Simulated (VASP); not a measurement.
A run of VASP 6.6.1 is set up as follows.

INCAR

```
SYSTEM = Zr
PREC     = Accurate       ! precision mode
ENCUT    = 600            ! plane-wave cutoff, eV
EDIFF    = 1E-6           ! SCF threshold, eV
ISMEAR   = -1             ! smearing method
SIGMA    = 0.1            ! smearing width, eV
LREAL    = .FALSE.        ! projectors in reciprocal space
LASPH    = .TRUE.         ! aspherical terms in the spheres
NELM     = 100            ! most SCF steps
ALGO     = Normal         ! electronic algorithm
ISIF     = 3              ! what is computed and relaxed
LWAVE    = .FALSE.        ! write WAVECAR
LCHARG   = .FALSE.        ! write CHGCAR
GGA      = RE             ! functional
IBRION   = 2              ! ionic algorithm
NSW      = 80             ! ionic steps
EDIFFG   = -0.01          ! ionic threshold
ISYM     = 0
```

File KPOINTS:

```
Automatic mesh
0
G
  12 12 8
  0 0 0
```

File POSCAR:

```
Zr
1.0
   -2.8183043902      2.8183043902      1.5387941970
    2.8183043902     -2.8183043902      1.5387941970
    2.8183043902      2.8183043902     -1.5387941970
Zr
2
Direct
    0.0000000000      0.0000000000      0.0000000000
    0.7500000000      0.2500000000      0.5000000000
```

Potentials or basis: VASP PAW PBE potentials, release 64 (Zr_sv).

Command:

```sh
$ cat potpaw_PBE.64/Zr_sv/POTCAR > POTCAR
$ mpirun -np 1 vasp_std > vasp.out
```

(1) Estimate the relaxed cell.

(2) What does it give for the space group after relaxing (to 0.1 Å)?

## Answers

(1) a = 4.241 Å, b = 4.241 Å, c = 4.241 Å, α = 97.58°, β = 97.58°, γ = 137.39°.

(2) I4_1/amd (No. 141).
